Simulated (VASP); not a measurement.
Crystal: MnS.

```
CELL_PARAMETERS angstrom
0.00000 2.61005 2.61005
2.61005 0.00000 2.61005
2.61005 2.61005 0.00000
ATOMIC_POSITIONS crystal
Mn 0.00000 0.00000 0.00000
S 0.50000 0.50000 0.50000
```

Base run:

- Program: VASP 6.6.1
- Functional: r2SCAN
- Potentials or basis: VASP PAW PBE potentials, release 64 (Mn_pv, S)
- Cutoff: 520 eV
- k mesh: 12 × 12 × 12
- Occupations: gaussian, width 0.05 eV
- Spin: collinear spin, ferromagnetic start
- Starting moments: [4.91, 0.0] μB

Its results: band gap on the k mesh zero (filled and empty bands overlap); pressure 0.1 GPa.

**Question.** The run is repeated on the same cell with these changes: spin from collinear spin, ferromagnetic start to no spin polarisation; further incar settings from ALGO = Normal; EDIFF = 1e-06; NBANDS = 20 to ALGO = Normal; EDIFF = 1e-06; NBANDS = 16. What comes out?

**Answer.** Band gap on the k mesh zero (an odd number of electrons rules out a gap without spin polarisation); pressure -21.8 GPa.

Caveats: the PAW data sets were made with another functional, which shifts forces and pressure a little; semilocal functionals often make such compounds metallic where correlation or magnetic order opens a gap, which also shifts bond lengths; a cell with one magnetic atom can't hold antiferromagnetic order, which such compounds often take (at least some runs); the cell stands under tension (at least some runs).
